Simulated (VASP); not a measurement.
**In: single point with PBE**

In, a slab with vacuum:

```
CELL_PARAMETERS angstrom
3.33548 0.00000 0.00000
-1.66774 2.88861 0.00000
0.00000 0.00000 23.26371
ATOMIC_POSITIONS crystal
In 0.66667 0.33333 0.32239
In 0.33333 0.66667 0.44080
In 0.66667 0.33333 0.55920
In 0.33333 0.66667 0.67761
```

```json
{"Program": "VASP 6.6.1", "Task": "single point", "Functional": "PBE", "Potentials or basis": "VASP PAW PBE potentials, release 64 (In_d)", "Cutoff": "520 eV", "k mesh": "9 × 9 × 1", "Occupations": "fermi-dirac, width 0.05 eV", "Spin": "no spin polarisation"}
```

```json
{"Largest force": "0.113 eV/Å", "Band gap on the k mesh": "zero (band 26 reaches 2.62 eV, above the bottom of band 27 at 0.63 eV)"}
```

Forces in eV/Å, atoms in the order of the input:
```
In   0.000  0.000 -0.113
In   0.000  0.000  0.095
In   0.000  0.000 -0.095
In   0.000  0.000  0.113
```

Levels at points of the mesh, in eV from the Fermi level:
```csv
k point,band 23,band 24,band 25,band 26,band 27,band 28,band 29,band 30
"(0.00, 0.00, 0.00)",-7.15,-5.50,-2.53,-0.24,2.14,3.47,3.70,5.29
```

It took 2.5 min on 1 thread of Intel(R) Xeon(R) Platinum 8488C (Sapphire Rapids) (shared host), peak memory 0.39 GiB.

Caveat: spin-orbit coupling is left out, which moves the levels of the heavy elements.
